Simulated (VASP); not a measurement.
Set up this calculation in VASP 6.6.1, as the native input.

| Item | Value |
| --- | --- |
| Task | relaxation of cell and atoms |
| Functional | PBEsol |
| Potentials or basis | VASP PAW PBE potentials, release 64 (Pb_d) |
| Cutoff | 600 eV |
| k mesh | 7 × 7 × 7 |
| Occupations | fermi-dirac, width 0.05 eV |
| Spin | no spin polarisation |
| Dipole correction | no |
| Further INCAR settings | ALGO = Normal; EDIFF = 1e-06; IBRION = 2; EDIFFG = -0.01; NSW = 60; ISIF = 3 |

The structure of Pb lies in POSCAR:

```
Pb
1.0
    0.0000000000      3.4390000555      3.4390000555
    3.4390000555      0.0000000000      3.4390000555
    3.4390000555      3.4390000555      0.0000000000
Pb
2
Direct
    0.2500000000      0.2500000000      0.2500000000
    0.0000000000      0.0000000000      0.0000000000
```

This isn't the form of Pb at room conditions, which is fcc.

These files were run (other wordings do the same):

INCAR

```
PREC = Accurate
ENCUT = 600
EDIFF = 1E-6
ISMEAR = -1
SIGMA = 0.05
LREAL = False
LASPH = True
NELM = 100
ALGO = Normal
ISIF = 3
LWAVE = False
LCHARG = False
GGA = PS
IBRION = 2
NSW = 60
EDIFFG = -0.01
```

KPOINTS

```
Automatic mesh
0
Gamma
  7 7 7
```

Potentials or basis: VASP PAW PBE potentials, release 64 (Pb_d).

Run with:

```bash
$ cat potpaw_PBE.64/Pb_d/POTCAR > POTCAR
$ mpirun -np 1 vasp_std > vasp.out
```

It gave:

The relaxed volume is 41.22 Å³/atom, the relaxed cell is a = 4.885 Å, b = 4.885 Å, c = 4.885 Å, α = 60.00°, β = 60.00°, γ = 60.00° and the space group after relaxing (to 0.1 Å) is Fd-3m (No. 227). The energy gained by relaxing is 0.8 meV/atom and the ionic steps are 3. The pressure after relaxing is 0.0 GPa and the band gap on the k mesh is zero (bands 14 and 15 overlap by 1.09 eV).

Caveat: the PAW data sets were made with another functional, which shifts forces and pressure a little; spin-orbit coupling is left out, which moves the levels of the heavy elements.

Run time: 2.1 min on 1 thread of Intel Xeon 8259CL, on a shared host, peak memory 0.25 GiB.
